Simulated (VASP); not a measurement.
# TiC (Immm) in VASP: further runs, part 2 of 2

VASP 6.6.1. Earlier steps stand in the parts before.

## 4. Single point, PBEsol (strain +0.0375 x Voigt [0, 0, 0, 0, 0, 1])

Input file INCAR:

```
  PREC = Accurate
  ENCUT = 520
  EDIFF = 1E-6
  ISMEAR = 0
  SIGMA = 0.15
  LREAL = False
  LASPH = True
  NELM = 80
  ALGO = Normal
  ISIF = 2
  LWAVE = False
  LCHARG = False
  GGA = PS
  NBANDS = 15
```

Input file KPOINTS:

```
Automatic mesh
0
Gamma
  18 18 18
```

Input file POSCAR:

```
TiC
1.0
    0.0405750000      2.1640000000      2.1640000000
    2.1640000000      0.0405750000      2.1640000000
    2.2045750000      2.2045750000      0.0000000000
Ti C
1 1
Direct
    0.0000000000      0.0000000000      0.0000000000
    0.5000000000      0.5000000000      0.5000000000
```

Potentials or basis: VASP PAW PBE potentials, release 64 (Ti_sv, C).

Launch:

```sh
cat potpaw_PBE.64/Ti_sv/POTCAR potpaw_PBE.64/C/POTCAR > POTCAR
mpirun -np 1 vasp_std > vasp.out
```

OUTCAR:

```text
PREC = Accurate
   ENCUT = 520
   EDIFF = 1E-6
   ISMEAR = 0
   LREAL = False
   LASPH = True
   NELM = 80
   ISIF = 2
   GGA = PS

 ion  position               nearest neighbor table
   1  0.000  0.000  0.000-   2 2.16   2 2.16   2 2.16   2 2.16   2 2.16   2 2.16
   2  0.500  0.500  0.500-   1 2.16   1 2.16   1 2.16   1 2.16   1 2.16   1 2.16

  LATTYP: Found a body centered orthorhombic cell.
 ALAT       =     3.0029764337
 B/A-ratio  =     1.0382165605
 C/A-ratio  =     1.4412367515

  Lattice vectors:

 A1 = (   2.1640000000,   0.0405750000,  -2.1640000000)
 A2 = (  -2.1640000000,  -0.0405750000,  -2.1640000000)
 A3 = (   0.0405750000,   2.1640000000,   2.1640000000)

Analysis of symmetry for initial positions (statically):
=====================================================================
 Subroutine PRICEL returns:
 Original cell was already a primitive cell.

 Routine SETGRP: Setting up the symmetry group for a
 body centered orthorhombic supercell.

 Subroutine GETGRP returns: Found  8 space group operations
 (whereof  8 operations were pure point group operations)
 out of a pool of  8 trial point group operations.

The static configuration has the point symmetry D_2h.

Analysis of symmetry for dynamics (positions and initial velocities):
=====================================================================
 Subroutine PRICEL returns:
 Original cell was already a primitive cell.

 Routine SETGRP: Setting up the symmetry group for a
 body centered orthorhombic supercell.

 Subroutine GETGRP returns: Found  8 space group operations
 (whereof  8 operations were pure point group operations)
 out of a pool of  8 trial point group operations.

The dynamic configuration has the point symmetry D_2h.

 Subroutine INISYM returns: Found  8 space group operations
 (whereof  8 operations are pure point group operations),
 and found     1 'primitive' translations

----------------------------------------------------------------------------------------

                                     Primitive cell

  volume of cell :      20.2604
[... 114 lines left out ...]
   GGA     = PS    functional components
   LHFCALC =     F    Hartree Fock is set to
   AEXX    =    0.0000 exact exchange contribution
   IVDW    =     0    specifies the selected vdW correction
   LEPSILON=     F    determine dielectric tensor
   LRPA    =     F    only Hartree local field effects (RPA)
 non-spin polarized calculation
 Gauss-broadening in eV      SIGMA  =   0.15
  energy-cutoff  :      520.00
  volume of cell :       20.26
 maximum number of plane-waves:       558
   NGX = 11   NGY = 11   NGZ = 11

 number of electron      16.0000001 magnetization

 Free energy of the ion-electron system (eV)
  ---------------------------------------------------
  ext. energy  EPLUGINS =         0.00000000
  ---------------------------------------------------
  free energy    TOTEN  =       -19.78081402 eV

  energy without entropy =      -19.77760850  energy(sigma->0) =      -19.77921126

 E-fermi :   9.3457     XC(G=0): -12.8747

 val. band max:        9.3398059545   @ k =   0.1111   0.0000   0.0556
 cond. band min:       9.3546316271   @ k =   0.3889   0.0000   0.4444
 fundamental gap:      0.0148256726
 Fermi energy:         9.3456694172

 k-point     1 :       0.0000    0.0000    0.0000
  band No.  band energies     occupation
      1     -46.9864      2.00000
      2     -23.1255      2.00000
      3     -23.1118      2.00000
      4     -23.0951      2.00000
      5      -3.0485      2.00000
      6       9.8226      0.00001
      7       9.9770      0.00000
      8      10.1830      0.00000
      9      10.8898      0.00000
     10      11.0327      0.00000
     11      11.0780      0.00000
     12      11.0783      0.00000
     13      11.2056      0.00000
     14      19.8550      0.00000
[... 401 lines left out ...]
      2     -23.3625      2.00000
      3     -23.1533      2.00000
      4     -23.1403      2.00000
      5      -1.7316      2.00000
      6       6.7533      2.00000
      7       7.3840      2.00000
      8       7.8830      2.00000
      9      10.7198      0.00000
     10      11.2867      0.00000
     11      12.2476      0.00000
     12      14.5746      0.00000
     13      15.6419      0.00000
     14      20.5928      0.00000
     15      23.6328      0.00000

 [... further k-points ...]
[... 5 lines left out ...]
  --------------------------------------------------------------------------------------
  -------------------------------------------------------------------------------------
  Total       -0.7335578     -0.7335578     -0.7392222     -0.7932695      0.0000000      0.0000000
  in kB      -58.0090657    -58.0090657    -58.4570044    -62.7310067      0.0000000      0.0000000
  external PRESSURE =     -58.1583786 kB  Pullay stress =       0.0000000 kB

 VOLUME and BASIS-vectors are now :
 -----------------------------------------------------------------------------
  energy-cutoff  :      520.00
  volume of cell :       20.26
      direct lattice vectors                 reciprocal lattice vectors
     0.040575000  2.164000000  2.164000000    -0.235468641  0.235468641  0.231053604
     2.164000000  0.040575000  2.164000000     0.235468641 -0.235468641  0.231053604
     2.204575000  2.204575000  0.000000000     0.226801084  0.226801084 -0.231053604

 POSITION                                       TOTAL-FORCE (eV/Angst)
 -----------------------------------------------------------------------------------
      0.00000      0.00000      0.00000         0.000000     -0.000000     -0.000000
      2.20458      2.20458      2.16400        -0.000000      0.000000      0.000000
 -----------------------------------------------------------------------------------
    total drift:                                0.000000     -0.000000     -0.000000

  FREE ENERGIE OF THE ION-ELECTRON SYSTEM (eV)
  ---------------------------------------------------
  free  energy   TOTEN  =       -19.7808140156 eV

  energy  without entropy=      -19.7776084979  energy(sigma->0) =      -19.77921126
```

OSZICAR:

```text
N       E                     dE             d eps       ncg     rms          rms(c)
DAV:   1     0.116402614545E+03    0.11640E+03   -0.79338E+03 26020   0.127E+03
DAV:   2    -0.177203112110E+02   -0.13412E+03   -0.12562E+03 27728   0.334E+02
DAV:   3    -0.249523708284E+02   -0.72321E+01   -0.71114E+01 33693   0.765E+01
DAV:   4    -0.251901834433E+02   -0.23781E+00   -0.23762E+00 32483   0.127E+01
DAV:   5    -0.251959380320E+02   -0.57546E-02   -0.57530E-02 33923   0.175E+00    0.184E+01
DAV:   6    -0.203796032391E+02    0.48163E+01   -0.11164E+01 37138   0.560E+01    0.671E+00
DAV:   7    -0.198255155581E+02    0.55409E+00   -0.19439E+00 30532   0.198E+01    0.500E+00
DAV:   8    -0.197926303130E+02    0.32885E-01   -0.11132E-01 30158   0.376E+00    0.310E+00
DAV:   9    -0.197852559917E+02    0.73743E-02   -0.93109E-02 33714   0.389E+00    0.849E-01
DAV:  10    -0.197830671143E+02    0.21889E-02   -0.10629E-02 35173   0.146E+00    0.676E-01
DAV:  11    -0.197808765263E+02    0.21906E-02   -0.37123E-03 30087   0.853E-01    0.131E-01
DAV:  12    -0.197808263640E+02    0.50162E-04   -0.27146E-04 30941   0.160E-01    0.479E-02
DAV:  13    -0.197808139316E+02    0.12432E-04   -0.26839E-05 31956   0.421E-02    0.591E-03
DAV:  14    -0.197808140156E+02   -0.84066E-07   -0.65269E-07 24058   0.673E-03
   1 F= -.19780814E+02 E0= -.19779211E+02  d E =-.320552E-02
```

stdout:

```text
POSCAR found type information on POSCAR TiC
 POSCAR found :  2 types and       2 ions
 scaLAPACK will be used
 -----------------------------------------------------------------------------
|                                                                             |
|                                                                             |
|     You enforced a specific xc type in the INCAR file but a different       |
|     I HOPE YOU KNOW WHAT YOU ARE DOING!                                     |
|                                                                             |
 -----------------------------------------------------------------------------

 LDA part: xc-table for (Slater+PW92), standard interpolation
 POSCAR, INCAR and KPOINTS ok, starting setup
 FFT: planning ... GRIDC
 FFT: planning ... GRID_SOFT
 FFT: planning ... GRID
 WAVECAR not read
 entering main loop
```

It took 1.7 min on 1 thread of AMD EPYC 9R45 (Zen 5), shared host; peak memory 0.33 GiB.

What came out:

| Property | Result |
| --- | --- |
| Free energy | -19.7808 eV |
| Pressure | -5.8 GPa |
| Band gap on the k mesh | zero (bands 8 and 9 overlap by 1.24 eV) |

Caveat: the cell differs from its parent crystal (strain +0.0375 x Voigt [0, 0, 0, 0, 0, 1]); the cell stands under tension; the PAW data sets were made with another functional, which shifts forces and pressure a little.

## 5. Summary

| cell | gap on the mesh (eV) | pressure (GPa) |
| --- | --- | --- |
| a = 3.061, b = 3.061, c = 2.946 Å, angles 61.2, 61.2, 62.5°, 2 atoms | none | -5.5 |
| a = 3.061, b = 3.061, c = 3.146 Å, angles 59.1, 59.1, 58.1°, 2 atoms | none | -5.7 |
| a = 3.061, b = 3.061, c = 3.118 Å, angles 59.4, 59.4, 58.8°, 2 atoms | none | -5.8 |

Alike in all rows: task single point; level PBEsol; potentials or basis VASP PAW PBE potentials, release 64 (Ti_sv, C); no spin polarisation; k mesh 18 × 18 × 18; cutoff (eV) 520; smearing gaussian 0.15 eV.

Caveats: the cell stands under tension; the PAW data sets were made with another functional, which shifts forces and pressure a little.

Total energies depend on the potentials used, so only differences within one code and one set of settings carry meaning.

The gap in the log of VASP goes by the Fermi energy; the results here count the filled bands.